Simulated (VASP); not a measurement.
Here is a VASP 6.6.1 calculation.

INCAR

```
PREC = Accurate
ENCUT = 500
EDIFF = 1E-6
ISMEAR = 0
SIGMA = 0.2
LREAL = False
LASPH = True
NELM = 120
ALGO = Normal
ISIF = 2
LWAVE = False
LCHARG = True
GGA = PE
LELF = True
LVHAR = True
NBANDS = 19
GGA_COMPAT = False
```

File KPOINTS:

```
Automatic mesh
0
Gamma
  6 6 2
```

File POSCAR:

```
B5P
1.0
    2.9600574985      0.0000000000      0.0000000000
   -1.4800287493      2.5634849904      0.0000000000
    0.0000000000      0.0000000000      6.8726413577
B P
5 1
Direct
    0.3333333333      0.6666666667      0.8603821211
    0.0000000000      0.0000000000      0.2726429569
    0.6666666667      0.3333333333      0.3851575499
    0.6666666667      0.3333333333      0.6336642036
    0.3333333333      0.6666666667      0.6038362846
    0.0000000000      0.0000000000     -0.0056831161
```

Potentials or basis: VASP PAW PBE potentials, release 64 (B, P).

Command:

```sh
$ cat potpaw_PBE.64/B/POTCAR potpaw_PBE.64/P/POTCAR > POTCAR
$ mpirun -np 1 vasp_std > vasp.out
```

Q: Predict the pressure.

A: -0.1 GPa.

Q: What does it give for the largest force?

A: 0.028 eV/Å.

Forces on the atoms (eV/Å):
```
B    0.000  0.000  0.028
B    0.000  0.000 -0.004
B    0.000  0.000 -0.005
B    0.000  0.000  0.014
B    0.000  0.000 -0.023
P    0.000  0.000 -0.010
```

Caveat: the k points lie up to 0.46 Å⁻¹ apart.
